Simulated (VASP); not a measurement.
SnO2:

```
CELL_PARAMETERS angstrom
4.77877 0.00000 0.00000
0.00000 4.77877 0.00000
0.00000 0.00000 3.15399
ATOMIC_POSITIONS crystal
Sn 0.00000 0.00000 0.00000
Sn 0.50000 0.50000 0.50000
O 0.30500 0.30500 0.00000
O 0.19500 0.80500 0.50000
O 0.80500 0.19500 0.50000
O 0.69500 0.69500 0.00000
```

```yaml
Program: VASP 6.6.1
Task: relaxation of cell and atoms
Functional: PBE
Potentials_or_basis: VASP PAW PBE potentials, release 64 (Sn_d, O)
Cutoff: 600 eV
k_mesh: 6 × 6 × 8
Occupations: fermi-dirac, width 0.02 eV
Spin: no spin polarisation
```

At the start: pressure 10.3 GPa; volume 12.00 Å³/atom.

Problem. Where does the relaxation end?

Solution. Over 10 steps the energy falls by 21.1 meV/atom and the volume is 12.61 Å³/atom (+5.0 %); space group P4_2/mnm (No. 136, to 0.1 Å) before and after.

The path:
```csv
step,energy change (eV),largest force (eV/Å),pressure (GPa),volume (Å³)
1,0.0000,0.0143,10.33,72.03
2,0.0393,0.3659,-9.70,80.38
3,-0.1211,0.2048,-0.25,75.72
4,-0.1211,0.2012,-0.06,75.65
5,-0.1262,0.0388,0.01,75.67
6,-0.1266,0.0127,0.02,75.67
7,-0.1266,0.0010,-0.08,75.69
8,-0.1266,0.0001,-0.10,75.69
9,-0.1266,0.0002,0.08,75.61
10,-0.1267,0.0001,0.00,75.65
```

Final structure:
```cif
data_structure
_symmetry_space_group_name_H-M 'P 1'
_symmetry_Int_Tables_number 1
_cell_length_a 4.8301
_cell_length_b 4.8301
_cell_length_c 3.2424
_cell_angle_alpha 90.000
_cell_angle_beta 90.000
_cell_angle_gamma 90.000
_cell_volume 75.65
loop_
_atom_site_label
_atom_site_type_symbol
_atom_site_fract_x
_atom_site_fract_y
_atom_site_fract_z
_atom_site_occupancy
Sn1 Sn 0.00000 0.00000 0.00000 1
Sn2 Sn 0.50000 0.50000 0.50000 1
O1 O 0.30654 0.30654 0.00000 1
O2 O 0.19346 0.80654 0.50000 1
O3 O 0.80654 0.19346 0.50000 1
O4 O 0.69346 0.69346 0.00000 1
```

Caveat: the structure was generated, so it needn't be the stable form of SnO2.
